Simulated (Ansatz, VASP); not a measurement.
# Two plane-wave programs on B

File INCAR:

```
ALGO = Normal ; EDIFF = 1E-6
ENCUT = 520 ; GGA = RP
ISIF = 2 ; ISMEAR = -1
LASPH = T ; LCHARG = T
LELF = T ; LREAL = F
LVHAR = T ; LWAVE = F
NBANDS = 10 ; NELM = 80
PREC = Accurate ; SIGMA = 0.1
```

The input KPOINTS:

```
k-points
0
Gamma
  15 15 15
```

POSCAR

```
B
1.0
    0.0000000000      1.9535552908      1.9535552908
    1.9535552908      0.0000000000      1.9535552908
    1.9535552908      1.9535552908      0.0000000000
B
2
Direct
    0.1250000000      0.1250000000      0.1250000000
    0.8750000000      0.8750000000      0.8750000000
```

Input for Ansatz:

```yaml
crystal:
  lattice:
    - [0.0, 1.9535552908, 1.9535552908]
    - [1.9535552908, 0.0, 1.9535552908]
    - [1.9535552908, 1.9535552908, 0.0]
  atoms:
    - { symbol: B, position: [0.125, 0.125, 0.125] }
    - { symbol: B, position: [0.875, 0.875, 0.875] }
hamiltonian:
  xc: rpbe
  pseudopotentials:
    kind: paw
    azcp:
      B: "pseudopotentials/B.paw.azcp"
basis:
  ecutwfc: 420
  fft_grid_basis: typed
kpoints:
  mp_grid: { grid: [15, 15, 15], shift: [0, 0, 0] }
magnetization:
  spin_polarized: false
scf:
  occupations: { method: fermi_dirac, width: 0.1 }
  lower_state_search: "off"
output:
  stress: true
  write_density: true
  write_potential: true
  elf: true
  volumetric_format: npy
```

Alike in both runs: task single point; functional RPBE; k mesh 15 × 15 × 15; occupations fermi-dirac, width 0.1 eV; no spin polarisation.

|  | VASP | Ansatz |
| --- | --- | --- |
| version | VASP 6.6.1 | Ansatz 0.2.0 |
| potentials or method | VASP PAW PBE potentials, release 64 (B), cutoff 520 eV | plane waves (420 eV) with PAW, scalar-relativistic |
| valence electrons in the cell | 6 | 6 |

```tsv
	VASP	Ansatz	Ansatz less VASP
pressure (GPa)	27.1	27.1	+0.06
```

VASP's potentials were made for PBE, not for RPBE.
